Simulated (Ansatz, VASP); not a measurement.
## BaBi in VASP and in Ansatz

```
CELL_PARAMETERS angstrom
3.06082 1.76717 2.49824
-3.06082 1.76717 2.49824
0.00000 -3.53434 2.49824
ATOMIC_POSITIONS crystal
Ba 0.00000 0.00000 0.00000
Bi 0.50000 0.50000 0.50000
```

Alike in both runs: functional PBE; k mesh 12 × 12 × 12; occupations gaussian, width 0.1 eV; no spin polarisation.

Ansatz relaxed the structure, and its values are those at the end. VASP's run is a single point on that final structure, the one shown.

|  | VASP | Ansatz |
| --- | --- | --- |
| version | VASP 6.6.1 | Ansatz 0.2.0 |
| potentials or method | VASP PAW PBE potentials, release 64 (Ba_sv, Bi_d), cutoff 520 eV | scalar-relativistic, plane waves, PAW |
| valence electrons in the cell | 25 | 25 |

```tsv
	VASP	Ansatz	Ansatz less VASP
gap on the k mesh at the Fermi level (eV)	none	none	-
pressure (GPa)	0.2	0.0	-0.27
```

A gap of «none» marks a metal or a gap that the smearing closes. With one functional, cell and mesh, what is left measures potentials, basis and numerics.

Neither program's run includes spin-orbit coupling.
